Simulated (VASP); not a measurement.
# AlN (P6_3mc) in VASP: settings compared, part 2 of 2

VASP 6.6.1. The steps go on from the part before.

### 4 Single point, r2SCAN

POSCAR reads:

```
AlN
1.0
    3.1066937622      0.0000000000      0.0000000000
   -1.5533468811      2.6904757198      0.0000000000
    0.0000000000      0.0000000000      4.9785915530
Al N
2 2
Direct
    0.3333333333      0.6666666667     -0.0032954729
    0.6666666667      0.3333333333      0.4967045271
    0.3333333333      0.6666666667      0.3782954729
    0.6666666667      0.3333333333      0.8782954729
```

INCAR.step1 reads:

```
SYSTEM = AlN
PREC = Accurate ; ENCUT = 520
ISMEAR = 0 ; SIGMA = 0.01
LREAL = .FALSE. ; LASPH = .TRUE.
NELM = 80 ; NBANDS = 16
GGA = PE ; ALGO = Normal
EDIFF = 1E-4 ; LWAVE = .TRUE.
LCHARG = .FALSE.
```

INCAR.step2 reads:

```
SYSTEM = AlN
PREC = Accurate ; ENCUT = 520
EDIFF = 1E-6 ; ISMEAR = 0
SIGMA = 0.01 ; LREAL = .FALSE.
LASPH = .TRUE. ; NELM = 80
ALGO = Normal ; ISIF = 2
LWAVE = .FALSE. ; LCHARG = .FALSE.
METAGGA = R2SCAN ; LMIXTAU = .TRUE.
NBANDS = 16 ; ISTART = 1
```

KPOINTS reads:

```
Automatic mesh
0
G
  9 9 4
  0 0 0
```

Started as:

```
cat potpaw_PBE.64/Al/POTCAR potpaw_PBE.64/N/POTCAR > POTCAR
cp INCAR.step1 INCAR
mpirun -np 1 vasp_std > vasp.out
cp INCAR.step2 INCAR
mpirun -np 1 vasp_std > vasp.out
```

Wall time 3.4 min (1 thread of AMD EPYC 7R13, shared host); peak memory 0.14 GiB.

Results (log left out):

```yaml
Free_energy: -38.4567 eV
Pressure: -0.4 GPa
Band_gap_on_the_k_mesh: 4.92 eV, direct
```

Forces on the atoms (eV/Å):
```
Al   0.000  0.000 -0.002
Al   0.000  0.000 -0.002
N    0.000  0.000  0.002
N    0.000  0.000  0.002
```

Levels at points of the mesh, in eV from the valence-band top:
| k point | band 5 | band 6 | band 7 | band 8 | band 9 | band 10 | band 11 | band 12 |
| --- | --- | --- | --- | --- | --- | --- | --- | --- |
| (0.00, 0.00, 0.00) | -0.88 | -0.22 | -0.22 | 0.00 | 4.92 | 7.54 | 11.62 | 12.04 |
| (0.00, 0.00, 0.50) | -0.56 | -0.56 | -0.56 | -0.56 | 7.26 | 7.26 | 11.32 | 11.32 |

Caveat: the PAW data sets were made with another functional, which shifts forces and pressure a little. r2SCAN opens gaps a little over a GGA but as a rule still falls short of measured ones.

### 5 Single point, r2SCAN

POSCAR is that of step 4.

INCAR.step1 reads:

```
ALGO = Normal
EDIFF = 1E-4
ENCUT = 520
GGA = PE
ISMEAR = 0
LASPH = True
LCHARG = False
LREAL = False
LWAVE = True
NBANDS = 16
NELM = 60
PREC = Accurate
SIGMA = 0.01
```

INCAR.step2 reads:

```
ALGO = Normal
EDIFF = 1E-7
ENCUT = 520
ISIF = 2
ISMEAR = 0
ISTART = 1
LASPH = True
LCHARG = False
LMIXTAU = True
LREAL = False
LWAVE = False
METAGGA = R2SCAN
NBANDS = 16
NELM = 60
PREC = Accurate
SIGMA = 0.01
```

KPOINTS reads:

```
k-points
0
Gamma
  9 9 4
```

Potentials or basis: VASP PAW PBE potentials, release 64 (Al, N).

Started as:

```
cat potpaw_PBE.64/Al/POTCAR potpaw_PBE.64/N/POTCAR > POTCAR
cp INCAR.step1 INCAR
mpirun -np 1 vasp_std > vasp.out
cp INCAR.step2 INCAR
mpirun -np 1 vasp_std > vasp.out
```

OUTCAR:

```text
EDIFF = 1E-7
   ENCUT = 520
   ISIF = 2
   ISMEAR = 0
   ISTART = 1
   LASPH = True
   LREAL = False
   METAGGA = R2SCAN
   NELM = 60
   PREC = Accurate

 ion  position               nearest neighbor table
   1  0.333  0.667  0.997-   4 1.89   4 1.89   4 1.89   3 1.90   2 3.07   2 3.07   2 3.07   2 3.07
                             2 3.07   2 3.07
   2  0.667  0.333  0.497-   3 1.89   3 1.89   3 1.89   4 1.90   1 3.07   1 3.07   1 3.07   1 3.07
                             1 3.07   1 3.07
   3  0.333  0.667  0.378-   2 1.89   2 1.89   2 1.89   1 1.90
   4  0.667  0.333  0.878-   1 1.89   1 1.89   1 1.89   2 1.90

  LATTYP: Found a hexagonal cell.
 ALAT       =     3.1066937622
 C/A-ratio  =     1.6025369522

  Lattice vectors:

 A1 = (   3.1066937622,   0.0000000000,   0.0000000000)
 A2 = (  -1.5533468811,   2.6904757198,   0.0000000000)
 A3 = (   0.0000000000,   0.0000000000,   4.9785915530)

Analysis of symmetry for initial positions (statically):
=====================================================================
[... 174 lines left out ...]
  ---------------------------------------------------
  free energy    TOTEN  =       -38.45673124 eV

  energy without entropy =      -38.45673124  energy(sigma->0) =      -38.45673124

 E-fermi :   6.0219     XC(G=0): -11.4166

 val. band max:        5.9175555802   @ k =   0.0000   0.0000   0.0000
 cond. band min:      10.8380358995   @ k =   0.0000   0.0000   0.0000
 fundamental gap:      4.9204803193
 Fermi energy:         6.0218964657

 k-point     1 :       0.0000    0.0000    0.0000
  band No.  band energies     occupation
      1     -10.0625      2.00000
      2      -7.9408      2.00000
      3      -0.1515      2.00000
      4       5.0336      2.00000
      5       5.0336      2.00000
      6       5.6943      2.00000
[... 433 lines left out ...]
      3       1.2872      2.00000
      4       1.4508      2.00000
      5       1.4508      2.00000
      6       2.9123      2.00000
[... 8 lines left out ...]
     15      19.9888      0.00000
     16      22.5548      0.00000

 [... further k-points ...]
[... 5 lines left out ...]
  --------------------------------------------------------------------------------------
  -------------------------------------------------------------------------------------
  Total       -0.1026763     -0.1026763     -0.0976731      0.0000000      0.0000000      0.0000000
  in kB       -3.9531832     -3.9531832     -3.7605518      0.0000000      0.0000000      0.0000000
  external PRESSURE =      -3.8889727 kB  Pullay stress =       0.0000000 kB

 VOLUME and BASIS-vectors are now :
 -----------------------------------------------------------------------------
  energy-cutoff  :      520.00
  volume of cell :       41.61
      direct lattice vectors                 reciprocal lattice vectors
     3.106693762  0.000000000  0.000000000     0.321885605  0.185840740  0.000000000
    -1.553346881  2.690475720  0.000000000     0.000000000  0.371681481  0.000000000
     0.000000000  0.000000000  4.978591553     0.000000000  0.000000000  0.200860020

 POSITION                                       TOTAL-FORCE (eV/Angst)
 -----------------------------------------------------------------------------------
     -0.00000      1.79365      4.96218         0.000000      0.000000     -0.002187
      1.55335      0.89683      2.47289        -0.000000      0.000000     -0.002187
     -0.00000      1.79365      1.88338        -0.000000      0.000000      0.002187
      1.55335      0.89683      4.37267         0.000000     -0.000000      0.002187
 -----------------------------------------------------------------------------------
    total drift:                               -0.000000     -0.000000     -0.017413

  FREE ENERGIE OF THE ION-ELECTRON SYSTEM (eV)
  ---------------------------------------------------
  free  energy   TOTEN  =       -38.4567312424 eV

  energy  without entropy=      -38.4567312424  energy(sigma->0) =      -38.45673124
```

OSZICAR.step1:

```text
N       E                     dE             d eps       ncg     rms          rms(c)
DAV:   1     0.403234840477E+02    0.40323E+02   -0.73034E+03  1160   0.896E+02
DAV:   2    -0.312167335512E+02   -0.71540E+02   -0.65651E+02  1608   0.189E+02
DAV:   3    -0.345102743017E+02   -0.32935E+01   -0.32841E+01  1376   0.416E+01
DAV:   4    -0.345303955033E+02   -0.20121E-01   -0.20120E-01  1472   0.362E+00
DAV:   5    -0.345306633465E+02   -0.26784E-03   -0.26784E-03  1392   0.425E-01    0.122E+01
DAV:   6    -0.297555546779E+02    0.47751E+01   -0.10665E+01  1392   0.237E+01    0.417E+00
DAV:   7    -0.297796521873E+02   -0.24098E-01   -0.69418E-01  1240   0.583E+00    0.296E+00
DAV:   8    -0.297724712126E+02    0.71810E-02   -0.61162E-02  1272   0.227E+00    0.590E-01
DAV:   9    -0.297672955666E+02    0.51756E-02   -0.12649E-02  1520   0.830E-01    0.246E-01
DAV:  10    -0.297679306788E+02   -0.63511E-03   -0.23971E-03  1224   0.304E-01    0.134E-01
DAV:  11    -0.297678446440E+02    0.86035E-04   -0.18495E-04   992   0.105E-01
   1 F= -.29767845E+02 E0= -.29767845E+02  d E =-.193364E-19
```

Run time: 4.3 min. Hardware: 1 thread of AMD EPYC 7R13, shared host; peak memory 0.14 GiB.

What came out:

- Free energy: -38.4567 eV
- Pressure: -0.4 GPa
- Band gap on the k mesh: 4.92 eV, direct

Forces on the atoms (eV/Å):
```
Al   0.000  0.000 -0.002
Al   0.000  0.000 -0.002
N    0.000  0.000  0.002
N    0.000  0.000  0.002
```

Levels at points of the mesh, in eV from the valence-band top:
| k point | band 6 | band 7 | band 8 | band 9 | band 10 | band 11 |
| --- | --- | --- | --- | --- | --- | --- |
| (0.00, 0.00, 0.00) | -0.22 | -0.22 | 0.00 | 4.92 | 7.54 | 11.62 |
| (0.00, 0.00, 0.50) | -0.56 | -0.56 | -0.56 | 7.26 | 7.26 | 11.32 |

Caveat: the PAW data sets were made with another functional, which shifts forces and pressure a little.
